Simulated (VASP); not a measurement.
## SnO: single point with PBEsol

The system is SnO.

```
Sn O
1.0
     3.79860    0.00000    0.00000
     0.00000    3.79860    0.00000
     0.00000    0.00000    4.84080
Sn O
2 2
Direct
  0.50000 0.00000 0.23690
  0.00000 0.50000 0.76310
  0.00000 0.00000 0.00000
  0.50000 0.50000 0.00000
```

| Item | Value |
| --- | --- |
| Program | VASP 6.6.1 |
| Task | single point |
| Functional | PBEsol |
| Potentials or basis | VASP PAW PBE potentials, release 64 (Sn_d, O_h) |
| Cutoff | 910 eV |
| k mesh | 6 × 6 × 4 |
| Occupations | gaussian, width 0.01 eV |
| Spin | no spin polarisation |

```json
{
 "Pressure": "0.7 GPa",
 "Largest force": "0.276 eV/Å",
 "Band gap on the k mesh": "0.05 eV (least direct gap 1.92 eV)"
}
```

Forces in eV/Å, atoms in the order of the input:
```
Sn   0.000  0.000  0.276
Sn   0.000  0.000 -0.276
O    0.000  0.000  0.000
O    0.000  0.000  0.000
```

Stress tensor (GPa, compression positive):
```
0.81 0.00 0.00
0.00 0.81 0.00
0.00 0.00 0.43
```

Levels at points of the mesh, in eV from the valence-band top:
```csv
k point,band 16,band 17,band 18,band 19,band 20,band 21,band 22,band 23,band 24,band 25
"(0.00, 0.00, 0.00)",-6.39,-3.53,-3.24,-3.24,0.00,2.04,4.24,4.71,4.71,5.66
"(0.50, 0.00, 0.00)",-5.10,-4.94,-4.94,-2.73,-2.73,3.16,3.16,5.92,5.92,5.93
"(0.50, 0.50, 0.00)",-5.23,-2.56,-2.56,-1.87,-1.87,0.05,0.05,4.37,4.37,7.22
"(0.00, 0.00, 0.50)",-3.60,-3.25,-3.25,-3.13,-2.24,1.56,2.94,2.94,3.65,7.80
"(0.50, 0.00, 0.50)",-5.57,-4.91,-4.91,-1.74,-1.74,2.54,2.54,5.43,5.43,6.64
"(0.50, 0.50, 0.50)",-5.69,-2.68,-2.68,-2.56,-2.56,2.34,2.34,3.98,3.98,5.55
```

Run time: 110 s on 1 thread of AMD EPYC 7R43 64-Core Processor (Zen 3), with other jobs on the host, peak memory 0.3 GiB.

Caveat: the cutoff is under 1.25 times the usual one of these potentials, so pressure, stress and relaxed cells hold a basis-set (Pulay) error; the PAW data sets were made with another functional, which shifts forces and pressure a little; spin-orbit coupling is left out, which moves the levels of the heavy elements. A k mesh can miss the band edges.
